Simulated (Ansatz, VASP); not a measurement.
**One calculation of Si2IrPd2, two programs**

File INCAR:

```
SYSTEM = Si2IrPd2
PREC = Accurate ; ENCUT = 500
EDIFF = 1E-7 ; ISMEAR = 0
SIGMA = 0.1 ; LREAL = .False.
LASPH = .True. ; NELM = 120
ALGO = Normal ; ISIF = 3
LWAVE = .False. ; LCHARG = .False.
GGA = PE ; IBRION = 2
NSW = 100 ; EDIFFG = -0.01
GGA_COMPAT = .False. ; NELMIN = 4
```

The input KPOINTS:

```
Automatic mesh
0
Gamma
  10 10 8
  0 0 0
```

POSCAR

```
Si2IrPd2
1.0
    3.7905653198      0.0000000000      0.0000000000
    0.0000000000      3.7905653198      0.0000000000
    0.0000000000      0.0000000000      5.3737872990
Si Pd Ir
2 2 1
Direct
    0.0000000000      0.5000000000      0.5000000000
    0.5000000000      0.0000000000      0.5000000000
    0.0000000000      0.0000000000      0.7650318117
    0.0000000000      0.0000000000      0.2349681883
    0.5000000000      0.5000000000      0.0000000000
```

Input for Ansatz:

```yaml
crystal:
  lattice:
    - [3.7905653198, 0.0, 0.0]
    - [0.0, 3.7905653198, 0.0]
    - [0.0, 0.0, 5.373787299]
  atoms:
    - { symbol: Si, position: [0.0, 0.5, 0.5] }
    - { symbol: Si, position: [0.5, 0.0, 0.5] }
    - { symbol: Pd, position: [0.0, 0.0, 0.7650318117] }
    - { symbol: Pd, position: [0.0, 0.0, 0.2349681883] }
    - { symbol: Ir, position: [0.5, 0.5, 0.0] }
basis:
  ecutwfc: 420
kpoints:
  mp_grid: { grid: [10, 10, 8] }
hamiltonian:
  xc: pbe
scf:
  occupations: { method: gaussian, width: 0.1 }
output:
  forces: true
  stress: true
  eigenvalues: true
  write_density: true
  write_potential: true
  elf: true
  volumetric_format: npy
relax:
  adjacent_minimum: "off"
  f_tol: 0.01
  max_steps: 80
  cell: { stress_tol: 0.05 }
```

Alike in both runs: task relaxation of cell and atoms; functional PBE; k mesh 10 × 10 × 8; occupations gaussian, width 0.1 eV; no spin polarisation.

|  | VASP | Ansatz |
| --- | --- | --- |
| version | VASP 6.6.1 | Ansatz 0.2.0 |
| potentials or method | VASP PAW PBE potentials, release 64 (Si, Pd, Ir), cutoff 500 eV | scalar-relativistic, plane waves, PAW |
| valence electrons in the cell | 37 | 61 |

```csv
,VASP,Ansatz,Ansatz less VASP
"gap on the k mesh at the Fermi level, each at its own relaxed structure (eV)",none,none,-
relaxed volume (Å³/atom),15.50,15.48,-0.017
relaxed cell length with the largest relative difference (Å),5.331,5.347,+0.0157
```

A gap of «none» marks a metal or a gap that the smearing closes. VASP's potentials hold 37 valence electrons a cell and Ansatz's 61, so a difference there can come from the potentials and not from the codes.

Spin-orbit coupling is off throughout.
